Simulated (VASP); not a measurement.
A run of VASP 6.6.1 is set up as follows.

Contents of POSCAR:

```
AlCu3
1.0
    0.0000000000      2.8722329560      2.8722329560
    2.8722329560      0.0000000000      2.8722329560
    2.8722329560      2.8722329560      0.0000000000
Al Cu
1 3
Direct
    0.0000000000      0.0000000000      0.0000000000
    0.5000000000      0.5000000000      0.5000000000
    0.2500000000      0.2500000000      0.2500000000
    0.7500000000      0.7500000000      0.7500000000
```

The input INCAR.step1:

```
PREC = Accurate
ENCUT = 600
ISMEAR = 0
SIGMA = 0.1
LREAL = False
LASPH = True
NELM = 80
GGA = PE
ALGO = Normal
EDIFF = 1E-4
LWAVE = True
LCHARG = False
```

INCAR.step2

```
PREC = Accurate
ENCUT = 600
EDIFF = 1E-7
ISMEAR = 0
SIGMA = 0.1
LREAL = False
LASPH = True
NELM = 80
ALGO = Normal
ISIF = 3
LWAVE = False
LCHARG = False
METAGGA = R2SCAN
LMIXTAU = True
IBRION = 2
NSW = 70
EDIFFG = -0.008
PSTRESS = 20.0
ISTART = 1
```

File KPOINTS:

```
Automatic mesh
0
Gamma
  12 12 12
```

Potentials or basis: VASP PAW PBE potentials, release 64 (Al, Cu).

Run with:

```console
$ cat potpaw_PBE.64/Al/POTCAR potpaw_PBE.64/Cu/POTCAR > POTCAR
$ cp INCAR.step1 INCAR
$ mpirun -np 1 vasp_std > vasp.out
$ cp INCAR.step2 INCAR
$ mpirun -np 1 vasp_std > vasp.out
```

(1) Estimate the relaxed volume.

(2) Estimate the space group after relaxing (to 0.1 Å).

(3) Predict the relaxed cell.

## Answers

(1) 11.95 Å³/atom.

(2) Fm-3m (No. 225).

(3) a = 4.073 Å, b = 4.073 Å, c = 4.073 Å, α = 60.00°, β = 60.00°, γ = 60.00°.

Caveat: the cell is relaxed towards a set pressure, so the run minimises the enthalpy, not the energy; the PAW data sets were made with another functional, which shifts forces and pressure a little.
